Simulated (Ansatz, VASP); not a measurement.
## SiO2: VASP beside Ansatz

```
Si O
1.0
    -2.46216    2.46216    3.64369
     2.46216   -2.46216    3.64369
     2.46216    2.46216   -3.64369
Si O
2 4
Cartesian
  0.0000 0.0000 0.0000
  0.0000 2.4622 1.8218
  1.2311 2.9515 2.7328
  0.4893 1.2311 0.9109
  -1.2311 1.9728 2.7328
  -0.4893 3.6932 0.9109
```

Alike in both runs: functional LDA; k mesh 8 × 8 × 8; occupations gaussian, width 0.02 eV; no spin polarisation.

Ansatz relaxed the structure, and its values are those at the end. VASP's run is a single point on that final structure, the one shown.

```csv
,VASP,Ansatz
version,VASP 6.6.1,Ansatz 0.2.0
potentials or method,"VASP PAW LDA potentials, release 64 (Si, O), cutoff 520 eV","scalar-relativistic, plane waves, PAW"
valence electrons in the cell,32,32
```

Ansatz gave:

```
gap on the k mesh at the Fermi level (eV) : 5.77
least direct gap on the mesh (eV)         : 5.77
pressure (GPa)                            : 0.0
rms of the force components (eV/Å)        : 0.000
```

**Question.** What did VASP give for the same quantities?

**Answer.** gap on the k mesh at the Fermi level (eV): 5.76; least direct gap on the mesh (eV): 5.76; pressure (GPa): 0.6; rms of the force components (eV/Å): 0.013.

LDA's correlation is that of Perdew and Zunger in VASP and of Perdew and Wang (1992) in Ansatz.
